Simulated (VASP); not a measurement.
# HW4C4 in VASP: relaxation of the atoms with PBEsol

Aim: the relaxation of the atoms of HW4C4 with PBEsol.

Program: VASP 6.6.1. These are calculated values, not measurements. Logs are shortened: lines on timing, memory, paths and dates and some standing lists are left out, and cuts for length are marked.

## 1. The cell of the first run

The cell holds a slab with vacuum, 18 atoms: a = 5.776 Å, b = 5.776 Å, c = 15.238 Å, α = 90.00°, β = 90.00°, γ = 120.00°.

## 2. Relaxation of the atoms, PBEsol

Input file INCAR:

```
SYSTEM = HW4C4
PREC = Accurate
ENCUT = 520
EDIFF = 1E-6
ISMEAR = -1
SIGMA = 0.15
LREAL = Auto
LASPH = .True.
NELM = 100
ALGO = Normal
ISIF = 2
LWAVE = .False.
LCHARG = .False.
GGA = PS
IBRION = 2
NSW = 45
EDIFFG = -0.08
NCORE = 4
```

Input file KPOINTS:

```
Automatic mesh
0
Gamma
  2 2 1
  0 0 0
```

Input file POSCAR:

```
HW4C4
1.0
    5.7763200000      0.0000000000      0.0000000000
   -2.8881600000      5.0024400000      0.0000000000
    0.0000000000      0.0000000000     15.2384600000
W C H
8 8 2
Selective dynamics
Direct
    0.0000000000      0.0000000000      0.0656234000  F F F
    0.0000000000      0.0000000000      0.2510516000  T T T
    0.0000000000      0.5000000000      0.0656234000  F F F
    0.0000000000      0.5000000000      0.2510516000  T T T
    0.5000000000      0.0000000000      0.0656234000  F F F
    0.5000000000      0.0000000000      0.2510516000  T T T
    0.5000000000      0.5000000000      0.0656234000  F F F
    0.5000000000      0.5000000000      0.2510516000  T T T
    0.3333333000      0.1666667000      0.1583375000  T T T
    0.3333333000      0.1666667000      0.3437657000  T T T
    0.3333333000      0.6666667000      0.1583375000  T T T
    0.3333333000      0.6666667000      0.3437657000  T T T
    0.8333333000      0.1666667000      0.1583375000  T T T
    0.8333333000      0.1666667000      0.3437657000  T T T
    0.8333333000      0.6666667000      0.1583375000  T T T
    0.8333333000      0.6666667000      0.3437657000  T T T
    0.0590384000      0.8962694000      0.4317011000  T T T
   -0.0485766000      0.9401781000      0.4317011000  T T T
```

Potentials or basis: VASP PAW PBE potentials, release 64 (W_sv, C, H).

On the command line:

```sh
cat potpaw_PBE.64/W_sv/POTCAR potpaw_PBE.64/C/POTCAR potpaw_PBE.64/H/POTCAR > POTCAR
mpirun -np 4 vasp_std > vasp.out
```

OUTCAR:

```text
SYSTEM = HW4C4
   PREC = Accurate
   ENCUT = 520
   EDIFF = 1E-6
   ISMEAR = -1
   LREAL = Auto
   LASPH = .True.
   NELM = 100
   ISIF = 2
   GGA = PS
   IBRION = 2
   NSW = 45
   EDIFFG = -0.08

 ion  position               nearest neighbor table
   1  0.000  0.000  0.066-   9 2.19  15 2.19  13 2.19   2 2.83   5 2.89   5 2.89   3 2.89   3 2.89
                             7 2.89   7 2.89
   2  0.000  0.000  0.251-   9 2.19  10 2.19  15 2.19  16 2.19  13 2.19  14 2.19   1 2.83   6 2.89
                             6 2.89   8 2.89   4 2.89   4 2.89   8 2.89
   3  0.000  0.500  0.066-  11 2.19  13 2.19  15 2.19   4 2.83   7 2.89   7 2.89   5 2.89   1 2.89
                             1 2.89   5 2.89
   4  0.000  0.500  0.251-  11 2.19  12 2.19  13 2.19  14 2.19  15 2.19  16 2.19   3 2.83   8 2.89
                             8 2.89   2 2.89   2 2.89   6 2.89   6 2.89
   5  0.500  0.000  0.066-  13 2.19  11 2.19   9 2.19   6 2.83   1 2.89   1 2.89   3 2.89   7 2.89
                             7 2.89   3 2.89
   6  0.500  0.000  0.251-  13 2.19  14 2.19  11 2.19  12 2.19   9 2.19  10 2.19   5 2.83   2 2.89
                             2 2.89   8 2.89   8 2.89   4 2.89   4 2.89
   7  0.500  0.500  0.066-  15 2.19   9 2.19  11 2.19   8 2.83   3 2.89   3 2.89   5 2.89   5 2.89
                             1 2.89   1 2.89
   8  0.500  0.500  0.251-  15 2.19  16 2.19   9 2.19  10 2.19  11 2.19  12 2.19   7 2.83   4 2.89
                             4 2.89   2 2.89   6 2.89   6 2.89   2 2.89
   9  0.333  0.167  0.158-   2 2.19   1 2.19   8 2.19   7 2.19   6 2.19   5 2.19
  10  0.333  0.167  0.344-   2 2.19   8 2.19   6 2.19
  11  0.333  0.667  0.158-   4 2.19   3 2.19   6 2.19   5 2.19   8 2.19   7 2.19
  12  0.333  0.667  0.344-   4 2.19   6 2.19   8 2.19
  13  0.833  0.167  0.158-   6 2.19   5 2.19   4 2.19   3 2.19   2 2.19   1 2.19
  14  0.833  0.167  0.344-   6 2.19   4 2.19   2 2.19
  15  0.833  0.667  0.158-   8 2.19   7 2.19   2 2.19   1 2.19   4 2.19   3 2.19
  16  0.833  0.667  0.344-   8 2.19   2 2.19   4 2.19
  17  0.059  0.896  0.432-  18 0.78
  18  0.951  0.940  0.432-  17 0.78

  LATTYP: Found a hexagonal cell.
 ALAT       =     5.7763200000
 C/A-ratio  =     2.6380913800

  Lattice vectors:

 A1 = (   5.7763200000,   0.0000000000,   0.0000000000)
 A2 = (  -2.8881600000,   5.0024400000,   0.0000000000)
 A3 = (   0.0000000000,   0.0000000000,  15.2384600000)

Analysis of symmetry for initial positions (statically):
=====================================================================
 Subroutine PRICEL returns:
 Original cell was already a primitive cell.

 Routine SETGRP: Setting up the symmetry group for a
 hexagonal supercell.

 Subroutine GETGRP returns: Found  1 space group operations
 (whereof  1 operations were pure point group operations)
 out of a pool of 24 trial point group operations.

The static configuration has the point symmetry C_1 .

Analysis of symmetry for dynamics (positions and initial velocities):
=====================================================================
 Subroutine PRICEL returns:
 Original cell was already a primitive cell.

 Routine SETGRP: Setting up the symmetry group for a
 hexagonal supercell.

 Subroutine GETGRP returns: Found  1 space group operations
 (whereof  1 operations were pure point group operations)
 out of a pool of 24 trial point group operations.

The dynamic configuration has the point symmetry C_1 .

Analysis of constrained symmetry for selective dynamics:
=====================================================================
 Subroutine PRICEL returns:
 Original cell was already a primitive cell.

 Routine SETGRP: Setting up the symmetry group for a
 hexagonal supercell.

 Subroutine GETGRP returns: Found  1 space group operations
 (whereof  1 operations were pure point group operations)
 out of a pool of 24 trial point group operations.

The constrained configuration has the point symmetry C_1 .

 Subroutine INISYM returns: Found  1 space group operations
 (whereof  1 operations are pure point group operations),
 and found     1 'primitive' translations

----------------------------------------------------------------------------------------

                                     Primitive cell

  volume of cell :     440.3259

  direct lattice vectors                    reciprocal lattice vectors
[... 68 lines left out ...]

 Subroutine IBZKPT returns following result:
 ===========================================

 Found      4 irreducible k-points:

 Following reciprocal coordinates:
            Coordinates               Weight
  0.000000  0.000000  0.000000      1.000000
  0.500000  0.000000  0.000000      1.000000
  0.000000  0.500000  0.000000      1.000000
  0.500000  0.500000  0.000000      1.000000
   k-points           NKPTS =      4   k-points in BZ     NKDIM =      4   number of bands    NBANDS=     87
   number of dos      NEDOS =    301   number of ions     NIONS =     18
   total plane-waves  NPLWV = 276480
   dimension x,y,z NGX =    48 NGY =   48 NGZ =  120
   dimension x,y,z NGXF=    96 NGYF=   96 NGZF=  240
   ions per type =               8   8   2
   NGX,Y,Z   is equivalent  to a cutoff of  13.81, 13.81, 13.09 a.u.
   NGXF,Y,Z  is equivalent  to a cutoff of  27.63, 27.63, 26.18 a.u.
 SYSTEM =  HW4C4
   PREC   = accura    normal or accurate (medium, high low for compatibility)
   ISTART =      0    job   : 0-new  1-cont  2-samecut
   ICHARG =      2    charge: 1-file 2-atom 10-const
   ISPIN  =      1    spin polarized calculation?
   LNONCOLLINEAR =      F non collinear calculations
   LSORBIT =      F    spin-orbit coupling
   LASPH  =      T    aspherical Exc in radial PAW
   ENCUT  =  520.0 eV  38.22 Ry    6.18 a.u.  10.74 10.74 28.33*2*pi/ulx,y,z
   NELM   =    100;   NELMIN=  2; NELMDL= -5     # of ELM steps
   EDIFF  = 0.1E-05   stopping-criterion for ELM
   LREAL  =      T    real-space projection
   EDIFFG = -.8E-01   stopping-criterion for IOM
   NSW    =     45    number of steps for IOM
   IBRION =      2    ionic relax: 0-MD 1-quasi-New 2-CG
   NFREE  =      1    steps in history (QN), initial steepest desc. (CG)
   ISIF   =      2    stress and relaxation
   ISYM   =      2    0-nonsym 1-usesym 2-fastsym
   POTIM  = 0.5000    time-step for ionic-motion
   TEBEG  =    0.0;   TEEND  =   0.0 temperature during run
   PSTRESS=    0.0 pullay stress
   NELECT =     146.0000    total number of electrons
   NUPDOWN=      -1.0000    fix difference up-down
   EMIN   =  10.00;   EMAX   =-10.00  energy-range for DOS
   EFERMI =   0.00;   METHOD = LEGACY
   ISMEAR =    -1;   SIGMA  =   0.15  broadening in eV -4-tet -1-fermi 0-gaus
   EFERMI_NEDOS =   21; number of points for ismear=-14 and -15
   IALGO  =     38    algorithm
   IMIX   =      4    mixing-type and parameters
     AMIX     =   0.40;   BMIX     =  1.00
     AMIX_MAG =   1.60;   BMIX_MAG =  1.00
  volume/ion in A,a.u.               =      24.46       165.08
  Fermi-wavevector in a.u.,A,eV,Ry     =   1.133099  2.141246 17.468690  1.283912
  Thomas-Fermi vector in A             =   2.269801
   LORBIT       =      0    0 simple, 1 ext, 2 COOP (PROOUT), +10 PAW based schemes
   GGA     = PS    functional components
   LHFCALC =     F    Hartree Fock is set to
   AEXX    =    0.0000 exact exchange contribution
   IVDW    =     0    specifies the selected vdW correction
   LEPSILON=     F    determine dielectric tensor
   LRPA    =     F    only Hartree local field effects (RPA)
 conjugate gradient relaxation of ions
 non-spin polarized calculation
  energy-cutoff  :      520.00
  volume of cell :      440.33
 maximum number of plane-waves:     11888
 NGX is ok and might be reduce to    48
   NGX = 21   NGY = 21   NGZ = 57

--------------------------------------- Ionic step        1  -------------------------------------------

 number of electron     145.9999991 magnetization

 Free energy of the ion-electron system (eV)
  ---------------------------------------------------
  ext. energy  EPLUGINS =         0.00000000
  ---------------------------------------------------
  free energy    TOTEN  =      -175.69397412 eV

  energy without entropy =     -174.95897953  energy(sigma->0) =     -175.32647683

------------------------ aborting loop because EDIFF is reached ----------------------------------------

  FORCE on cell =-STRESS in cart. coord.  units (eV):
  Direction    XX          YY          ZZ          XY          YZ          ZX
  --------------------------------------------------------------------------------------
  -------------------------------------------------------------------------------------
  Total      -10.4563167    -11.1447398    -24.2787308     -0.1361863     -1.6021302      0.7988814
  in kB      -38.0465338    -40.5514420    -88.3410078     -0.4955297     -5.8295384      2.9068236
  external PRESSURE =     -55.6463279 kB  Pullay stress =       0.0000000 kB
[... 137 lines left out ...]
  FREE ENERGIE OF THE ION-ELECTRON SYSTEM (eV)
  ---------------------------------------------------
  free  energy   TOTEN  =      -178.6584388683 eV

  energy  without entropy=     -178.1278527073  energy(sigma->0) =     -178.39314579

[... ionic steps 4 to 29 ...]

--------------------------------------- Ionic step       30  -------------------------------------------

 number of electron     145.9999992 magnetization

------------------------ aborting loop because EDIFF is reached ----------------------------------------
[... 99 lines left out ...]
--------------------------------------- Ionic step       32  -------------------------------------------

 number of electron     145.9999993 magnetization

 Free energy of the ion-electron system (eV)
  ---------------------------------------------------
  ext. energy  EPLUGINS =         0.00000000
  ---------------------------------------------------
  free energy    TOTEN  =      -179.75403137 eV

  energy without entropy =     -179.19506762  energy(sigma->0) =     -179.47454950

 E-fermi :   0.8540     XC(G=0):  -6.7890

 val. band max:        0.8527457179   @ k =   0.5000   0.5000   0.0000
 cond. band min:       0.8576750176   @ k =   0.5000   0.0000   0.0000
 fundamental gap:      0.0049292998
 Fermi energy:         0.8540090950

 k-point     1 :       0.0000    0.0000    0.0000
  band No.  band energies     occupation
      1     -73.1821      2.00000
      2     -73.1209      2.00000
      3     -73.1206      2.00000
      4     -73.1197      2.00000
      5     -72.8708      2.00000
      6     -72.8106      2.00000
[... 341 lines left out ...]
     84       2.7617      0.00001
     85       2.7921      0.00000
 [bands above 85 left out]

------------------------ aborting loop because EDIFF is reached ----------------------------------------

  FORCE on cell =-STRESS in cart. coord.  units (eV):
  Direction    XX          YY          ZZ          XY          YZ          ZX
  --------------------------------------------------------------------------------------
  -------------------------------------------------------------------------------------
  Total        2.3820361      2.5532557      0.3974047      0.0804648     -0.1431043      0.2763239
  in kB        8.6673177      9.2903200      1.4460034      0.2927805     -0.5207018      1.0054369
  external PRESSURE =       6.4678804 kB  Pullay stress =       0.0000000 kB
[... 33 lines left out ...]
  FREE ENERGIE OF THE ION-ELECTRON SYSTEM (eV)
  ---------------------------------------------------
  free  energy   TOTEN  =      -179.7540313715 eV

  energy  without entropy=     -179.1950676244  energy(sigma->0) =     -179.47454950

 reached required accuracy - stopping structural energy minimisation
```

Run time: 34 min. Hardware: 4 MPI ranks of Oxide Virtual Turin-like, shared host; peak memory 0.25 GiB.

What came out:

```yaml
Free_energy: -179.7540 eV
Energy_gained_by_relaxing: 225.6 meV/atom
Ionic_steps: 32
Band_gap_on_the_k_mesh: zero (bands 73 and 74 overlap by 0.20 eV)
```

The path:
| step | energy change (eV) | largest force on free atoms (eV/Å) | pressure (GPa) |
| --- | --- | --- | --- |
| 1 | 0.0000 | 4.8218 | -5.56 |
| 2 | -1.9801 | 4.4821 | 0.99 |
| 3 | -2.9645 | 1.3757 | -2.56 |
| 4 | -2.9659 | 1.3443 | -2.72 |
| 5 | -3.2383 | 1.6550 | -1.33 |
| 6 | -3.2484 | 2.3493 | -1.01 |
| 7 | -3.4055 | 1.6261 | -0.53 |
| 8 | -3.5980 | 0.9541 | 1.00 |
| 9 | -3.6820 | 0.5443 | 1.26 |
| 10 | -3.7300 | 0.7672 | 1.75 |
| 11 | -3.7697 | 0.4590 | 1.93 |
| 12 | -3.7786 | 0.5852 | 2.09 |
| 13 | -3.8059 | 0.3932 | 2.00 |
| 14 | -3.8137 | 0.7101 | 1.94 |
| 15 | -3.8386 | 0.6251 | 1.86 |
| 16 | -3.8888 | 0.4457 | 1.63 |
| 17 | -3.8808 | 1.2522 | 1.27 |
| 18 | -3.9029 | 0.7538 | 1.45 |
| 19 | -3.9277 | 0.4873 | 1.34 |
| 20 | -3.9479 | 0.7134 | 1.11 |
| 21 | -3.9786 | 0.5606 | 0.96 |
| 22 | -4.0234 | 0.3833 | 0.54 |
| 23 | -4.0243 | 0.4289 | 0.48 |
| 24 | -4.0398 | 0.2424 | 0.29 |
| 25 | -4.0428 | 0.3489 | 0.17 |
| 26 | -4.0497 | 0.2015 | 0.29 |
| 27 | -4.0501 | 0.2452 | 0.33 |
| 28 | -4.0542 | 0.1269 | 0.44 |
| 29 | -4.0547 | 0.1987 | 0.50 |
| 30 | -4.0578 | 0.1312 | 0.54 |
| 31 | -4.0581 | 0.1772 | 0.55 |
| 32 | -4.0601 | 0.0653 | 0.65 |

Final structure:
```yaml
crystal:
  lattice:
    - [5.77632, 0.00000, 0.00000]
    - [-2.88816, 5.00244, 0.00000]
    - [0.00000, 0.00000, 15.23846]
  atoms:
    - { symbol: W, position: [0.00000, 0.00000, 0.06562] }
    - { symbol: W, position: [0.99958, 0.00005, 0.25246] }
    - { symbol: W, position: [0.00000, 0.50000, 0.06562] }
    - { symbol: W, position: [0.99922, 0.49999, 0.25289] }
    - { symbol: W, position: [0.50000, 0.00000, 0.06562] }
    - { symbol: W, position: [0.49982, 0.00082, 0.25302] }
    - { symbol: W, position: [0.50000, 0.50000, 0.06562] }
    - { symbol: W, position: [0.49955, 0.50028, 0.25285] }
    - { symbol: C, position: [0.33349, 0.16738, 0.15106] }
    - { symbol: C, position: [0.33157, 0.16694, 0.32610] }
    - { symbol: C, position: [0.33325, 0.66763, 0.15125] }
    - { symbol: C, position: [0.33249, 0.66699, 0.32599] }
    - { symbol: C, position: [0.83317, 0.16710, 0.15112] }
    - { symbol: C, position: [0.83382, 0.16616, 0.32619] }
    - { symbol: C, position: [0.83291, 0.66648, 0.15092] }
    - { symbol: C, position: [0.83270, 0.66725, 0.32592] }
    - { symbol: H, position: [0.06487, 0.87391, 0.49027] }
    - { symbol: H, position: [0.95633, 0.91166, 0.48786] }
```

Levels at points of the mesh, in eV from the Fermi level:
```tsv
k point	band 71	band 72	band 73	band 74	band 75	band 76	band 77	band 78
(0.00, 0.00, 0.00)	0.19	0.19	0.19	0.20	1.22	1.48	1.49	1.50
(0.50, 0.00, 0.00)	-1.23	-0.59	-0.58	0.00	0.00	1.09	1.10	1.34
(0.00, 0.50, 0.00)	-1.23	-0.60	-0.58	0.00	0.00	1.09	1.10	1.34
(0.50, 0.50, 0.00)	-1.23	-0.59	-0.58	0.00	0.00	1.10	1.10	1.34
```

Caveat: the k points lie up to 0.63 Å⁻¹ apart; there is no dipole correction, which matters where the two faces differ; the PAW data sets were made with another functional, which shifts forces and pressure a little; spin-orbit coupling is left out, which moves the levels of the heavy elements.
